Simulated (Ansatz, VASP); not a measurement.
## VO2 in VASP and in Ansatz

Contents of INCAR:

```
SYSTEM = VO2
PREC = Accurate ; ENCUT = 600
EDIFF = 1E-6 ; ISMEAR = -1
SIGMA = 0.05 ; LREAL = .FALSE.
LASPH = .TRUE. ; NELM = 200
ALGO = Normal ; ISIF = 2
LWAVE = .FALSE. ; LCHARG = .FALSE.
ISPIN = 2 ; MAGMOM = 2 2 0 0 0 0
LORBIT = 11 ; LMAXMIX = 4
GGA = PE ; NBANDS = 38
GGA_COMPAT = .FALSE.
```

KPOINTS

```
Automatic mesh
0
G
  6 6 9
  0 0 0
```

File POSCAR:

```
VO2
1.0
    4.4769514558      0.0000000000      0.0000000000
    0.0000000000      4.4769514558      0.0000000000
    0.0000000000      0.0000000000      3.0240168340
V O
2 4
Direct
    0.5000000000      0.5000000000      0.5000000000
    0.0000000000      0.0000000000      0.0000000000
    0.2003580000      0.7996420000      0.5000000000
    0.7996420000      0.2003580000      0.5000000000
    0.7003580000      0.7003580000      0.0000000000
    0.2996420000      0.2996420000      0.0000000000
```

input.yaml

```yaml
crystal:
  lattice:
    - [4.4769514558, 0.0, 0.0]
    - [0.0, 4.4769514558, 0.0]
    - [0.0, 0.0, 3.024016834]
  atoms:
    - { symbol: V, position: [0.5, 0.5, 0.5], spin: 2.0 }
    - { symbol: V, position: [0.0, 0.0, 0.0], spin: 2.0 }
    - { symbol: O, position: [0.200358, 0.799642, 0.5] }
    - { symbol: O, position: [0.799642, 0.200358, 0.5] }
    - { symbol: O, position: [0.700358, 0.700358, 0.0] }
    - { symbol: O, position: [0.299642, 0.299642, 0.0] }
kpoints:
  mp_grid: { grid: [6, 6, 9] }
scf:
  occupations: { method: fermi_dirac, width: 0.05 }
hamiltonian:
  xc: pbe
  pseudopotentials: { kind: all_electron, lapw: { basis_error: 0.001 } }
magnetization:
  spin_polarized: true
output:
  forces: true
  stress: true
  eigenvalues: true
```

Change from the starting cell: volume scaled by 0.98.

Alike in both runs: task single point; functional PBE; k mesh 6 × 6 × 9; occupations fermi-dirac, width 0.05 eV; collinear spin.

```csv
,VASP,Ansatz
version,VASP 6.6.1,Ansatz 0.2.0
potentials or method,"VASP PAW PBE potentials, release 64 (V_sv, O), cutoff 600 eV","all-electron LAPW, scalar-relativistic"
```

```tsv
	VASP	Ansatz	Ansatz less VASP
gap on the k mesh at the Fermi level (eV)	none	none	-
pressure (GPa)	-4.0	-4.6	-0.61
traceless stress, the component that is largest in VASP (GPa)	-12.18	-12.27	-0.083
rms of the force components (eV/Å)	0.111	0.108	-0.0028
net moment per atom (μB)	0.33	0.33	0.000
size of the moment on the site where the two differ most (μB)	1.08	0.96	-0.111
```

Site moments also hang on the region over which each program counts them. Atom by atom the forces differ by 0.003 eV/Å (rms over components). A gap of «none» marks a metal or a gap that the smearing closes. Ansatz ran all-electron here, and VASP with PAW potentials.
